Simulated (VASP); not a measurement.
# Bi in VASP: notebook

Runs on Bi. Level: PBE. Tasks: single point.

Program: VASP 6.6.1. These are calculated values, not measurements. Logs are shortened: lines on timing, memory, paths and dates and some standing lists are left out, and cuts for length are marked.

## (1) The cell of the first run

The typed cell holds 4 atoms: a = 4.658 Å, b = 4.526 Å, c = 6.521 Å, α = 90.00°, β = 93.04°, γ = 90.00°.

## (2) Single point, PBE

Input file INCAR:

```
ALGO = Normal
EDIFF = 1E-6
ENCUT = 520
GGA = PE
ISIF = 2
ISMEAR = 0
LASPH = True
LCHARG = False
LREAL = False
LWAVE = False
NBANDS = 38
NELM = 60
PREC = Accurate
SIGMA = 0.1
```

Input file KPOINTS:

```
k-points
0
Gamma
  1 1 1
```

Input file POSCAR:

```
Bi
1.0
    4.6584121839      0.0000000000      0.0000000000
    0.0000000000      4.5263885800      0.0000000000
   -0.3459734563      0.0000000000      6.5119480672
Bi
4
Direct
    0.7501123100      0.7500000000      0.7511196700
    0.2498876900      0.2500000000      0.2488803300
    0.7486250800      0.7941853359      0.2512666200
    0.2513749200      0.2500000000      0.7487333800
```

Potentials or basis: VASP PAW PBE potentials, release 64 (Bi_d).

Started as:

```bash
$ cat potpaw_PBE.64/Bi_d/POTCAR > POTCAR
$ mpirun -np 1 vasp_gam > vasp.out
```

OUTCAR:

```text
EDIFF = 1E-6
   ENCUT = 520
   GGA = PE
   ISIF = 2
   ISMEAR = 0
   LASPH = True
   LREAL = False
   NELM = 60
   PREC = Accurate

 ion  position               nearest neighbor table
   1  0.750  0.750  0.751-   4 3.24   4 3.24   4 3.25   4 3.25   3 3.27   3 3.27
   2  0.250  0.250  0.249-   3 3.11   3 3.12   4 3.26   4 3.26   3 3.39   3 3.39
   3  0.749  0.794  0.251-   2 3.11   2 3.12   1 3.27   1 3.27   2 3.39   2 3.39
   4  0.251  0.250  0.749-   1 3.24   1 3.24   1 3.25   1 3.25   2 3.26   2 3.26

  LATTYP: Found a simple monoclinic cell.
 ALAT       =     4.6584121839
 B/A-ratio  =     0.9716590978
 C/A-ratio  =     1.3998615729
 COS(beta)  =    -0.0530542006

  Lattice vectors:

 A1 = (   4.6584121839,   0.0000000000,   0.0000000000)
 A2 = (   0.0000000000,   4.5263885800,   0.0000000000)
 A3 = (  -0.3459734563,   0.0000000000,   6.5119480672)

Analysis of symmetry for initial positions (statically):
=====================================================================
 Subroutine PRICEL returns:
 Original cell was already a primitive cell.

 Routine SETGRP: Setting up the symmetry group for a
 simple monoclinic supercell.

 Subroutine GETGRP returns: Found  1 space group operations
 (whereof  1 operations were pure point group operations)
 out of a pool of  4 trial point group operations.

The static configuration has the point symmetry C_1 .

Analysis of symmetry for dynamics (positions and initial velocities):
=====================================================================
 Subroutine PRICEL returns:
 Original cell was already a primitive cell.

 Routine SETGRP: Setting up the symmetry group for a
 simple monoclinic supercell.

 Subroutine GETGRP returns: Found  1 space group operations
 (whereof  1 operations were pure point group operations)
 out of a pool of  4 trial point group operations.

The dynamic configuration has the point symmetry C_1 .

 Subroutine INISYM returns: Found  1 space group operations
 (whereof  1 operations are pure point group operations),
 and found     1 'primitive' translations

----------------------------------------------------------------------------------------

                                     Primitive cell

  volume of cell :     137.3095

  direct lattice vectors                    reciprocal lattice vectors
     4.658412184  0.000000000  0.000000000     0.214665418  0.000000000  0.011404965
     0.000000000  4.526388580  0.000000000     0.000000000  0.220926680  0.000000000
    -0.345973456  0.000000000  6.511948067     0.000000000  0.000000000  0.153563878

  length of vectors
     4.658412184  4.526388580  6.521132207     0.214968172  0.220926680  0.153563878

  position of ions in fractional coordinates (direct lattice)
     0.750112310  0.750000000  0.751119670
     0.249887690  0.250000000  0.248880330
     0.748625080  0.794185336  0.251266620
     0.251374920  0.250000000  0.748733380

  ion indices of the primitive-cell ions
   primitive index   ion index
                 1           1
                 2           2
                 3           3
                 4           4

----------------------------------------------------------------------------------------

 KPOINTS: k-points

Automatic generation of k-mesh.
 Grid dimensions read from file:
 generate k-points for:    1    1    1

 Generating k-lattice:

  Cartesian coordinates                     Fractional coordinates (reciprocal lattice)
     0.214665418  0.000000000  0.011404965     1.000000000  0.000000000  0.000000000
     0.000000000  0.220926680  0.000000000     0.000000000  1.000000000  0.000000000
     0.000000000  0.000000000  0.153563878     0.000000000  0.000000000  1.000000000

  Length of vectors
     0.214968172  0.220926680  0.153563878

  Shift w.r.t. Gamma in fractional coordinates (k-lattice)
     0.000000000  0.000000000  0.000000000

 Subroutine IBZKPT returns following result:
 ===========================================

 Found      1 irreducible k-points:

 Following reciprocal coordinates:
            Coordinates               Weight
  0.000000  0.000000  0.000000      1.000000
   k-points           NKPTS =      1   k-points in BZ     NKDIM =      1   number of bands    NBANDS=     38
   number of dos      NEDOS =    301   number of ions     NIONS =      4
   total plane-waves  NPLWV =  62208
   dimension x,y,z NGX =    36 NGY =   36 NGZ =   48
   dimension x,y,z NGXF=    72 NGYF=   72 NGZF=   96
   ions per type =               4
   NGX,Y,Z   is equivalent  to a cutoff of  12.85, 13.22, 12.24 a.u.
   NGXF,Y,Z  is equivalent  to a cutoff of  25.69, 26.44, 24.47 a.u.
 SYSTEM =  unknown system
   PREC   = accura    normal or accurate (medium, high low for compatibility)
   ISTART =      0    job   : 0-new  1-cont  2-samecut
   ICHARG =      2    charge: 1-file 2-atom 10-const
   ISPIN  =      1    spin polarized calculation?
   LNONCOLLINEAR =      F non collinear calculations
   LSORBIT =      F    spin-orbit coupling
   LASPH  =      T    aspherical Exc in radial PAW
   ENCUT  =  520.0 eV  38.22 Ry    6.18 a.u.   8.66  8.42 12.12*2*pi/ulx,y,z
   NELM   =     60;   NELMIN=  2; NELMDL= -5     # of ELM steps
   EDIFF  = 0.1E-05   stopping-criterion for ELM
   LREAL  =      F    real-space projection
   EDIFFG = 0.1E-04   stopping-criterion for IOM
   NSW    =      0    number of steps for IOM
   IBRION =     -1    ionic relax: 0-MD 1-quasi-New 2-CG
   NFREE  =      0    steps in history (QN), initial steepest desc. (CG)
   ISIF   =      2    stress and relaxation
   ISYM   =      2    0-nonsym 1-usesym 2-fastsym
   POTIM  = 0.5000    time-step for ionic-motion
   TEBEG  =    0.0;   TEEND  =   0.0 temperature during run
   PSTRESS=    0.0 pullay stress
   NELECT =      60.0000    total number of electrons
   NUPDOWN=      -1.0000    fix difference up-down
   EMIN   =  10.00;   EMAX   =-10.00  energy-range for DOS
   EFERMI =   0.00;   METHOD = LEGACY
   ISMEAR =     0;   SIGMA  =   0.10  broadening in eV -4-tet -1-fermi 0-gaus
   EFERMI_NEDOS =   21; number of points for ismear=-14 and -15
   IALGO  =     38    algorithm
   IMIX   =      4    mixing-type and parameters
     AMIX     =   0.40;   BMIX     =  1.00
     AMIX_MAG =   1.60;   BMIX_MAG =  1.00
  volume/ion in A,a.u.               =      34.33       231.65
  Fermi-wavevector in a.u.,A,eV,Ry     =   1.242296  2.347599 20.997856  1.543299
  Thomas-Fermi vector in A             =   2.376656
   LORBIT       =      0    0 simple, 1 ext, 2 COOP (PROOUT), +10 PAW based schemes
   GGA     = PE    functional components
   LHFCALC =     F    Hartree Fock is set to
   AEXX    =    0.0000 exact exchange contribution
   IVDW    =     0    specifies the selected vdW correction
   LEPSILON=     F    determine dielectric tensor
   LRPA    =     F    only Hartree local field effects (RPA)
 non-spin polarized calculation
 Gauss-broadening in eV      SIGMA  =   0.10
  energy-cutoff  :      520.00
  volume of cell :      137.31
 maximum number of plane-waves:      1869
 NGX is ok and might be reduce to    36
   NGX = 17   NGY = 17   NGZ = 25

 number of electron      59.9999999 magnetization

 Free energy of the ion-electron system (eV)
  ---------------------------------------------------
  ext. energy  EPLUGINS =         0.00000000
  ---------------------------------------------------
  free energy    TOTEN  =       -16.61221991 eV

  energy without entropy =      -16.61221991  energy(sigma->0) =      -16.61221991

 E-fermi :   6.2768     XC(G=0):  -9.4054

 val. band max:        5.7728641351   @ k =   0.0000   0.0000   0.0000
 cond. band min:       9.4616662279   @ k =   0.0000   0.0000   0.0000
 fundamental gap:      3.6888020928
 Fermi energy:         6.2767602507

 k-point     1 :       0.0000    0.0000    0.0000
  band No.  band energies     occupation
      1     -15.8635      2.00000
      2     -15.8484      2.00000
      3     -15.8394      2.00000
      4     -15.7754      2.00000
      5     -15.7597      2.00000
      6     -15.7299      2.00000
[... 30 lines left out ...]
     37      12.0045      0.00000
     38      12.3007      0.00000

------------------------ aborting loop because EDIFF is reached ----------------------------------------

  FORCE on cell =-STRESS in cart. coord.  units (eV):
  Direction    XX          YY          ZZ          XY          YZ          ZX
  --------------------------------------------------------------------------------------
  -------------------------------------------------------------------------------------
  Total        9.7214203     10.2040722     -6.5500952     -0.0520660     -0.0129483      1.6592171
  in kB      113.4330544    119.0648112    -76.4288844     -0.6075253     -0.1510853     19.3603459
  external PRESSURE =      52.0229937 kB  Pullay stress =       0.0000000 kB

 VOLUME and BASIS-vectors are now :
 -----------------------------------------------------------------------------
  energy-cutoff  :      520.00
  volume of cell :      137.31
      direct lattice vectors                 reciprocal lattice vectors
     4.658412184  0.000000000  0.000000000     0.214665418  0.000000000  0.011404965
     0.000000000  4.526388580  0.000000000     0.000000000  0.220926680  0.000000000
    -0.345973456  0.000000000  6.511948067     0.000000000  0.000000000  0.153563878

 POSITION                                       TOTAL-FORCE (eV/Angst)
 -----------------------------------------------------------------------------------
      3.23446      3.39479      4.89125         0.038599      0.149932     -0.037454
      1.07797      1.13160      1.62070        -0.043716      1.485698      0.035708
      3.40047      3.59479      1.63624         0.059281     -1.683583     -0.045517
      0.91197      1.13160      4.87571        -0.054165      0.047953      0.047263
 -----------------------------------------------------------------------------------
    total drift:                               -0.000177     -0.000350      0.000134

  FREE ENERGIE OF THE ION-ELECTRON SYSTEM (eV)
  ---------------------------------------------------
  free  energy   TOTEN  =       -16.6122199078 eV

  energy  without entropy=      -16.6122199078  energy(sigma->0) =      -16.61221991
```

It took 18 s on 1 thread of Intel Xeon 8259CL, shared host; peak memory 0.22 GiB.

The run converged, but its numbers aren't listed here, since they failed a check.

Caveat: the k points lie up to 1.39 Å⁻¹ apart; the mesh shows a gap though the element is a metal; spin-orbit coupling is left out, which moves the levels of the heavy elements; forces of over 1 eV/Å act on the atoms, so gaps and moduli don't describe the material at rest.

## (3) Single point, PBE

Input file INCAR:

```
SYSTEM = Bi
PREC = Accurate ; ENCUT = 520
EDIFF = 1E-7 ; ISMEAR = 0
SIGMA = 0.1 ; LREAL = .False.
LASPH = .True. ; NELM = 80
ALGO = Normal ; ISIF = 2
LWAVE = .False. ; LCHARG = .False.
GGA = PE ; NBANDS = 38
```

Input file KPOINTS:

```
Automatic mesh
0
Gamma
  4 4 2
  0 0 0
```

POSCAR: that of step 2 with these lines changed.

```diff
@@ -10,3 +10,3 @@
     0.2498876900      0.2500000000      0.2488803300
-    0.7486250800      0.7941853359      0.2512666200
+    0.7486250800      0.7500000000      0.2512666200
     0.2513749200      0.2500000000      0.7487333800
```

Potentials or basis: VASP PAW PBE potentials, release 64 (Bi_d).

Started as:

```bash
$ cat potpaw_PBE.64/Bi_d/POTCAR > POTCAR
$ mpirun -np 1 vasp_std > vasp.out
```

It took 2.3 min on 1 thread of Intel Xeon 8259CL, shared host; peak memory 0.26 GiB.

It converged, with:

```yaml
Free_energy: -14.7130 eV
Pressure: 1.4 GPa
Largest_force: 0.048 eV/Å
Band_gap_on_the_k_mesh: zero (bands 30 and 31 overlap by 0.37 eV)
```

Forces in eV/Å, atoms in the order of the input:
```
Bi  -0.021  0.000  0.000
Bi   0.021  0.000  0.000
Bi  -0.039  0.000  0.029
Bi   0.039  0.000 -0.029
```

Stress tensor (GPa, compression positive):
```
-1.15  0.00 -1.33
 0.00 -0.62  0.00
-1.33  0.00  6.03
```

Levels at points of the mesh, in eV from the Fermi level:
| k point | band 27 | band 28 | band 29 | band 30 | band 31 | band 32 | band 33 | band 34 |
| --- | --- | --- | --- | --- | --- | --- | --- | --- |
| (0.00, 0.00, 0.00) | -2.86 | -1.64 | -1.12 | -1.05 | 2.84 | 3.11 | 3.22 | 3.39 |
| (0.50, 0.00, 0.00) | -0.87 | -0.87 | -0.76 | -0.73 | 1.05 | 1.10 | 1.15 | 1.16 |
| (0.00, 0.50, 0.00) | -1.09 | -1.09 | -0.93 | -0.93 | 0.86 | 0.86 | 0.91 | 0.91 |
| (0.50, 0.50, 0.00) | -3.22 | -3.22 | -2.83 | -2.83 | 2.82 | 2.82 | 4.96 | 4.96 |
| (0.00, 0.00, 0.50) | -2.13 | -2.12 | -1.76 | -1.75 | 2.06 | 2.07 | 3.60 | 3.61 |
| (0.50, 0.00, 0.50) | -0.15 | -0.15 | -0.09 | -0.09 | -0.02 | -0.01 | 0.10 | 0.10 |
| (0.00, 0.50, 0.50) | -0.45 | -0.45 | -0.15 | -0.15 | -0.15 | -0.15 | -0.04 | -0.04 |
| (0.50, 0.50, 0.50) | -4.11 | -4.11 | 0.18 | 0.18 | 0.19 | 0.19 | 5.48 | 5.48 |

Caveat: the k points lie up to 0.48 Å⁻¹ apart; spin-orbit coupling is left out, which moves the levels of the heavy elements.

## (4) Single point, PBE

Input file INCAR:

```
SYSTEM = Bi
  ALGO = Fast
  EDIFF = 1E-7
  ENCUT = 520
  GGA = PE
  ISIF = 2
  ISMEAR = -1
  LASPH = .TRUE.
  LCHARG = .FALSE.
  LREAL = .FALSE.
  LWAVE = .FALSE.
  NBANDS = 38
  NELM = 100
  PREC = Accurate
  SIGMA = 0.035
```

Input file KPOINTS:

```
k-points
0
G
  4 4 2
  0 0 0
```

POSCAR is that of step 3.

Started as:

```bash
$ cat potpaw_PBE.64/Bi_d/POTCAR > POTCAR
$ mpirun -np 1 vasp_std > vasp.out
```

It took 2.4 min on 1 thread of Intel Xeon 8259CL, shared host; peak memory 0.27 GiB.

Results (log left out):

| Item | Value |
| --- | --- |
| Free energy | -14.7106 eV |
| Pressure | 1.4 GPa |
| Largest force | 0.050 eV/Å |
| Band gap on the k mesh | zero (bands 30 and 31 overlap by 0.37 eV) |

Forces in eV/Å, atoms in the order of the input:
```
Bi  -0.021  0.000 -0.002
Bi   0.021  0.000  0.002
Bi  -0.040  0.000  0.030
Bi   0.040  0.000 -0.030
```

Stress tensor (GPa, compression positive):
```
-1.13  0.00 -1.36
 0.00 -0.64  0.00
-1.36  0.00  5.98
```

Levels at points of the mesh, in eV from the Fermi level:
```
           k point  band 26  band 27  band 28  band 29  band 30  band 31  band 32  band 33  band 34  band 35
(0.00, 0.00, 0.00)    -3.15    -2.86    -1.64    -1.12    -1.05     2.85     3.12     3.22     3.40     5.03
(0.50, 0.00, 0.00)    -3.38    -0.87    -0.86    -0.76    -0.73     1.05     1.10     1.16     1.16     4.67
(0.00, 0.50, 0.00)    -3.34    -1.09    -1.09    -0.92    -0.92     0.86     0.86     0.92     0.92     4.80
(0.50, 0.50, 0.00)    -4.87    -3.22    -3.22    -2.83    -2.83     2.82     2.82     4.96     4.96     5.17
(0.00, 0.00, 0.50)    -2.42    -2.12    -2.12    -1.75    -1.75     2.06     2.08     3.61     3.61     3.99
(0.50, 0.00, 0.50)    -0.52    -0.15    -0.14    -0.09    -0.08    -0.01    -0.01     0.10     0.10     0.11
(0.00, 0.50, 0.50)    -0.45    -0.44    -0.44    -0.15    -0.15    -0.14    -0.14    -0.04    -0.04    -0.03
(0.50, 0.50, 0.50)    -4.11    -4.11    -4.11     0.19     0.19     0.19     0.19     5.49     5.49     5.49
```

Caveat: the k points lie up to 0.48 Å⁻¹ apart; spin-orbit coupling is left out, which moves the levels of the heavy elements.
